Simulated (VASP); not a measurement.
# ZrMo2C2 (P4/mmm) in VASP: a series of runs, part 2 of 2

VASP 6.6.1. The steps go on from the part before.

### Step 3. Single point, PBE

This run uses another cell than the first one, of 16.63 Å³/atom, 1.367 times its volume.

INCAR reads:

```
PREC = Accurate
ENCUT = 520
EDIFF = 1E-6
ISMEAR = 0
SIGMA = 0.1
LREAL = F
LASPH = T
NELM = 80
ALGO = Normal
ISIF = 2
LWAVE = F
LCHARG = F
GGA = PE
NBANDS = 32
```

KPOINTS reads:

```
Automatic mesh
0
Gamma
  4 4 4
```

POSCAR reads:

```
ZrMo2C2
1.0
    4.3890225400      0.0000000000      0.0000000000
    0.0000000000      4.3890225400      0.0000000000
    0.0000000000      0.0000000000      4.3152035200
Zr Mo C
1 2 2
Direct
    0.0000000000      0.0000000000      0.0000000000
    0.5000000000      0.0000000000      0.5000000000
    0.0000000000      0.5000000000      0.5000000000
    0.5000000000      0.5000000000      0.7559399300
    0.5000000000      0.5000000000      0.2440600700
```

Potentials or basis: VASP PAW PBE potentials, release 64 (Zr_sv, Mo_sv, C).

On the command line:

```
$ cat potpaw_PBE.64/Zr_sv/POTCAR potpaw_PBE.64/Mo_sv/POTCAR potpaw_PBE.64/C/POTCAR > POTCAR
$ mpirun -np 1 vasp_std > vasp.out
```

OUTCAR:

```text
PREC = Accurate
   ENCUT = 520
   EDIFF = 1E-6
   ISMEAR = 0
   LREAL = F
   LASPH = T
   NELM = 80
   ISIF = 2
   GGA = PE

 ion  position               nearest neighbor table
   1  0.000  0.000  0.000-   2 3.08   3 3.08   2 3.08   3 3.08   3 3.08   3 3.08   2 3.08   2 3.08

   2  0.500  0.000  0.500-   4 2.46   5 2.46   4 2.46   5 2.46   1 3.08   1 3.08   1 3.08   1 3.08
                             3 3.10   3 3.10   3 3.10   3 3.10
   3  0.000  0.500  0.500-   4 2.46   5 2.46   4 2.46   5 2.46   1 3.08   1 3.08   1 3.08   1 3.08
                             2 3.10   2 3.10   2 3.10   2 3.10
   4  0.500  0.500  0.756-   2 2.46   3 2.46   2 2.46   3 2.46
   5  0.500  0.500  0.244-   2 2.46   3 2.46   2 2.46   3 2.46

  LATTYP: Found a simple tetragonal cell.
 ALAT       =     4.3890225400
 C/A-ratio  =     0.9831809886

  Lattice vectors:

 A1 = (   4.3890225400,   0.0000000000,   0.0000000000)
 A2 = (   0.0000000000,   4.3890225400,   0.0000000000)
 A3 = (   0.0000000000,   0.0000000000,   4.3152035200)

Analysis of symmetry for initial positions (statically):
=====================================================================
 Subroutine PRICEL returns:
 Original cell was already a primitive cell.

 Routine SETGRP: Setting up the symmetry group for a
 simple tetragonal supercell.

 Subroutine GETGRP returns: Found 16 space group operations
 (whereof 16 operations were pure point group operations)
 out of a pool of 16 trial point group operations.

The static configuration has the point symmetry D_4h.

Analysis of symmetry for dynamics (positions and initial velocities):
=====================================================================
 Subroutine PRICEL returns:
 Original cell was already a primitive cell.

 Routine SETGRP: Setting up the symmetry group for a
 simple tetragonal supercell.

[... 121 lines left out ...]
   IMIX   =      4    mixing-type and parameters
     AMIX     =   0.40;   BMIX     =  1.00
     AMIX_MAG =   1.60;   BMIX_MAG =  1.00
  volume/ion in A,a.u.               =      16.63       112.19
  Fermi-wavevector in a.u.,A,eV,Ry     =   1.363252  2.576174 25.285844  1.858457
  Thomas-Fermi vector in A             =   2.489671
   LORBIT       =      0    0 simple, 1 ext, 2 COOP (PROOUT), +10 PAW based schemes
   GGA     = PE    functional components
   LHFCALC =     F    Hartree Fock is set to
   AEXX    =    0.0000 exact exchange contribution
   IVDW    =     0    specifies the selected vdW correction
   LEPSILON=     F    determine dielectric tensor
   LRPA    =     F    only Hartree local field effects (RPA)
 non-spin polarized calculation
 Gauss-broadening in eV      SIGMA  =   0.10
  energy-cutoff  :      520.00
  volume of cell :       83.13
 maximum number of plane-waves:      2264
 NGX is ok and might be reduce to    36
   NGX = 17   NGY = 17   NGZ = 17

 number of electron      47.9999995 magnetization

 Free energy of the ion-electron system (eV)
  ---------------------------------------------------
  ext. energy  EPLUGINS =         0.00000000
  ---------------------------------------------------
  free energy    TOTEN  =       -42.89675572 eV

  energy without entropy =      -42.87181304  energy(sigma->0) =      -42.88428438

 E-fermi :   7.5865     XC(G=0): -11.4503

 val. band max:        7.5249959354   @ k =   0.0000   0.0000   0.2500
 cond. band min:       7.6164612207   @ k =   0.5000   0.2500   0.5000
 fundamental gap:      0.0914652853
 Fermi energy:         7.5865420738

 k-point     1 :       0.0000    0.0000    0.0000
  band No.  band energies     occupation
      1     -53.2030      2.00000
      2     -53.1554      2.00000
      3     -41.6615      2.00000
      4     -27.3674      2.00000
      5     -27.3674      2.00000
      6     -27.2652      2.00000
[... 619 lines left out ...]
     31      10.5764      0.00000
     32      10.5764      0.00000

------------------------ aborting loop because EDIFF is reached ----------------------------------------

  FORCE on cell =-STRESS in cart. coord.  units (eV):
  Direction    XX          YY          ZZ          XY          YZ          ZX
  --------------------------------------------------------------------------------------
  -------------------------------------------------------------------------------------
  Total      -19.9749954    -19.9749954    -12.1614930      0.0000000      0.0000000      0.0000000
  in kB     -384.9996773   -384.9996773   -234.4015985      0.0000000      0.0000000      0.0000000
  external PRESSURE =    -334.8003177 kB  Pullay stress =       0.0000000 kB

 VOLUME and BASIS-vectors are now :
 -----------------------------------------------------------------------------
  energy-cutoff  :      520.00
  volume of cell :       83.13
      direct lattice vectors                 reciprocal lattice vectors
     4.389022540  0.000000000  0.000000000     0.227841163  0.000000000  0.000000000
     0.000000000  4.389022540  0.000000000     0.000000000  0.227841163  0.000000000
     0.000000000  0.000000000  4.315203520     0.000000000  0.000000000  0.231738780

 POSITION                                       TOTAL-FORCE (eV/Angst)
 -----------------------------------------------------------------------------------
      0.00000      0.00000      0.00000         0.000000      0.000000      0.000000
      2.19451      0.00000      2.15760         0.000000      0.000000      0.000000
      0.00000      2.19451      2.15760         0.000000      0.000000      0.000000
      2.19451      2.19451      3.26203         0.000000     -0.000000     -0.158868
      2.19451      2.19451      1.05317         0.000000      0.000000      0.158868
 -----------------------------------------------------------------------------------
    total drift:                                0.000000     -0.000000      0.000000

  FREE ENERGIE OF THE ION-ELECTRON SYSTEM (eV)
  ---------------------------------------------------
  free  energy   TOTEN  =       -42.8967557234 eV

  energy  without entropy=      -42.8718130365  energy(sigma->0) =      -42.88428438
```

OSZICAR:

```text
N       E                     dE             d eps       ncg     rms          rms(c)
DAV:   1     0.476969825743E+03    0.47697E+03   -0.27985E+04  1152   0.149E+03
DAV:   2    -0.253556496902E+02   -0.50233E+03   -0.48527E+03  1336   0.433E+02
DAV:   3    -0.471902780149E+02   -0.21835E+02   -0.20794E+02  1888   0.779E+01
DAV:   4    -0.477217372232E+02   -0.53146E+00   -0.52851E+00  1544   0.992E+00
DAV:   5    -0.477394187236E+02   -0.17682E-01   -0.17671E-01  1608   0.158E+00    0.195E+01
DAV:   6    -0.453638976331E+02    0.23755E+01   -0.49345E+01  1528   0.268E+01    0.981E+00
DAV:   7    -0.430622956476E+02    0.23016E+01   -0.11061E+01  1696   0.128E+01    0.452E+00
DAV:   8    -0.429358694902E+02    0.12643E+00   -0.14411E+00  1456   0.532E+00    0.204E+00
DAV:   9    -0.428949603968E+02    0.40909E-01   -0.15270E-01  1456   0.191E+00    0.765E-01
DAV:  10    -0.428964855417E+02   -0.15251E-02   -0.16363E-02  1648   0.628E-01    0.349E-01
DAV:  11    -0.428967478646E+02   -0.26232E-03   -0.32519E-03  1736   0.336E-01    0.492E-02
DAV:  12    -0.428967540855E+02   -0.62209E-05   -0.11977E-04  1504   0.605E-02    0.274E-02
DAV:  13    -0.428967563314E+02   -0.22460E-05   -0.16852E-05  1520   0.282E-02    0.468E-03
DAV:  14    -0.428967557234E+02    0.60810E-06   -0.99389E-07  1088   0.537E-03
   1 F= -.42896756E+02 E0= -.42884284E+02  d E =-.249427E-01
```

stdout:

```text
POSCAR found type information on POSCAR ZrMoC
 POSCAR found :  3 types and       5 ions
 scaLAPACK will be used
 LDA part: xc-table for (Slater+PW92), standard interpolation
 POSCAR, INCAR and KPOINTS ok, starting setup
 FFT: planning ... GRIDC
 FFT: planning ... GRID_SOFT
 FFT: planning ... GRID
 WAVECAR not read
 entering main loop
```

It took 30 s on 1 thread of Intel Xeon Platinum 8488C (Sapphire Rapids), shared host; peak memory 0.21 GiB.

Results:

```yaml
Free_energy: -42.8968 eV
Pressure: -33.5 GPa
Largest_force: 0.159 eV/Å
Band_gap_on_the_k_mesh: zero (band 24 reaches 7.94 eV, above the bottom of band 25 at 7.19 eV)
```

Forces in eV/Å, atoms in the order of the input:
```
Zr   0.000  0.000  0.000
Mo   0.000  0.000  0.000
Mo   0.000  0.000  0.000
C    0.000  0.000 -0.159
C    0.000  0.000  0.159
```

Stress tensor (GPa, compression positive):
```
-38.50   0.00   0.00
  0.00 -38.50   0.00
  0.00   0.00 -23.44
```

Caveat: the k points lie up to 0.36 Å⁻¹ apart.

### Step 4. Single point, PBE

INCAR reads:

```
SYSTEM = ZrMo2C2
  ALGO = Normal
  EDIFF = 1E-7
  ENCUT = 520
  GGA = PE
  ISIF = 2
  ISMEAR = 0
  LASPH = .TRUE.
  LCHARG = .TRUE.
  LELF = .TRUE.
  LREAL = .FALSE.
  LVHAR = .TRUE.
  LWAVE = .FALSE.
  NBANDS = 32
  NELM = 80
  PREC = Accurate
  SIGMA = 0.1
```

KPOINTS reads:

```
k-points
0
G
  6 6 4
  0 0 0
```

POSCAR reads:

```
ZrMo2C2
1.0
    3.6240971047      0.0000000000      0.0000000000
    0.0000000000      3.6240971047      0.0000000000
    0.0000000000      0.0000000000      4.6211730915
Zr Mo C
1 2 2
Direct
    0.0000000000      0.0000000000      0.0000000000
    0.5000000000      0.0000000000      0.5000000000
    0.0000000000      0.5000000000      0.5000000000
    0.5000000000      0.5000000000      0.8368787657
    0.5000000000      0.5000000000      0.1631212343
```

On the command line:

```
$ cat potpaw_PBE.64/Zr_sv/POTCAR potpaw_PBE.64/Mo_sv/POTCAR potpaw_PBE.64/C/POTCAR > POTCAR
$ mpirun -np 1 vasp_std > vasp.out
```

It took 40 s on 1 thread of Intel Xeon Platinum 8488C (Sapphire Rapids), shared host; peak memory 0.21 GiB.

The run converged. Its results:

```yaml
Free_energy: -48.0718 eV
Pressure: 0.5 GPa
Largest_force: 0.017 eV/Å
Band_gap_on_the_k_mesh: zero (band 24 reaches 13.24 eV, above the bottom of band 25 at 11.91 eV)
```

Forces on the atoms (eV/Å):
```
Zr   0.000  0.000  0.000
Mo   0.000  0.000  0.000
Mo   0.000  0.000  0.000
C    0.000  0.000 -0.017
C    0.000  0.000  0.017
```

Levels at points of the mesh, in eV from the Fermi level:
```csv
k point,band 20,band 21,band 22,band 23,band 24,band 25,band 26,band 27,band 28,band 29
"(0.00, 0.00, 0.00)",-3.84,-3.84,-3.23,-2.76,0.31,0.31,1.86,2.45,3.67,3.86
"(0.50, 0.00, 0.00)",-2.72,-2.59,-1.32,-1.08,-0.46,-0.39,0.69,0.92,1.51,1.93
"(0.50, 0.50, 0.00)",-3.26,-2.59,-2.59,-1.42,0.13,0.13,2.13,2.20,2.74,2.91
"(0.00, 0.00, 0.50)",-3.56,-1.68,-1.37,-1.37,-0.06,-0.06,0.41,0.70,1.50,2.06
"(0.50, 0.00, 0.50)",-2.84,-2.67,-1.95,-1.64,-0.95,-0.02,0.42,1.29,1.95,1.99
"(0.50, 0.50, 0.50)",-4.87,-2.81,-2.81,-0.24,-0.24,1.28,1.70,2.07,2.91,3.12
```

### Step 5. Summary

| cell | k mesh | gap on the mesh (eV) | pressure (GPa) | largest force (eV/Å) |
| --- | --- | --- | --- | --- |
| a = 3.632, b = 3.632, c = 4.609 Å, 5 atoms | 4 × 4 × 4 | none | 0.4 | 0.06 |
| a = 4.389, b = 4.389, c = 4.315 Å, 5 atoms | 4 × 4 × 4 | none | -33.5 | 0.16 |
| a = 3.624, b = 3.624, c = 4.621 Å, 5 atoms | 6 × 6 × 4 | none | 0.5 | 0.02 |

Alike in all rows: task single point; level PBE; potentials or basis VASP PAW PBE potentials, release 64 (Zr_sv, Mo_sv, C); no spin polarisation; cutoff (eV) 520; smearing gaussian 0.1 eV.

Caveats: some runs use coarse meshes.

Total energies depend on the potentials used, so only differences within one code and one set of settings carry meaning.
